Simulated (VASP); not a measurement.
# K: relaxation of cell and atoms with LDA

Crystal: K.

```xyz
1
Lattice="-2.5166 2.5166 2.5166 2.5166 -2.5166 2.5166 2.5166 2.5166 -2.5166" Properties=species:S:1:pos:R:3 pbc="T T T"
K     0.0000    0.0000    0.0000
```

| Quantity | Value |
| --- | --- |
| Program | VASP 6.6.1 |
| Task | relaxation of cell and atoms |
| Functional | LDA |
| Potentials or basis | VASP PAW LDA potentials, release 64 (K_sv) |
| Cutoff | 600 eV |
| k mesh | 11 × 11 × 11 |
| Occupations | fermi-dirac, width 0.05 eV |
| Spin | no spin polarisation |
| Target pressure | 0.041 GPa |
| Dipole correction | no |
| Further INCAR settings | ALGO = Normal; EDIFF = 1e-06; IBRION = 2; EDIFFG = -0.005; NSW = 60; ISIF = 3 |

The relaxed volume is 63.67 Å³/atom, the relaxed cell is a = 4.357 Å, b = 4.357 Å, c = 4.357 Å, α = 109.47°, β = 109.47°, γ = 109.47° and the space group after relaxing (to 0.05 Å) is Im-3m (No. 229). The energy change on relaxing (the enthalpy is what falls) is +0.0 meV/atom. The ionic steps are 2. The pressure after relaxing is 0.0 GPa.

Final structure:
```cif
data_structure
_symmetry_space_group_name_H-M 'P 1'
_symmetry_Int_Tables_number 1
_cell_length_a 4.3570
_cell_length_b 4.3570
_cell_length_c 4.3570
_cell_angle_alpha 109.471
_cell_angle_beta 109.471
_cell_angle_gamma 109.471
_cell_volume 63.67
loop_
_atom_site_label
_atom_site_type_symbol
_atom_site_fract_x
_atom_site_fract_y
_atom_site_fract_z
_atom_site_occupancy
K1 K 0.00000 0.00000 0.00000 1
```

Levels at points of the mesh, in eV from the Fermi level:
```
           k point  band 2  band 3  band 4  band 5  band 6  band 7
(0.00, 0.00, 0.00)  -15.43  -15.43  -15.43   -2.40    4.26    4.26
```

Run time: 36 s on 1 thread of AMD EPYC 9R45 (Zen 5) (shared host), peak memory 0.16 GiB.

Caveat: the cell is relaxed towards a set pressure, so the enthalpy falls and the energy may rise.
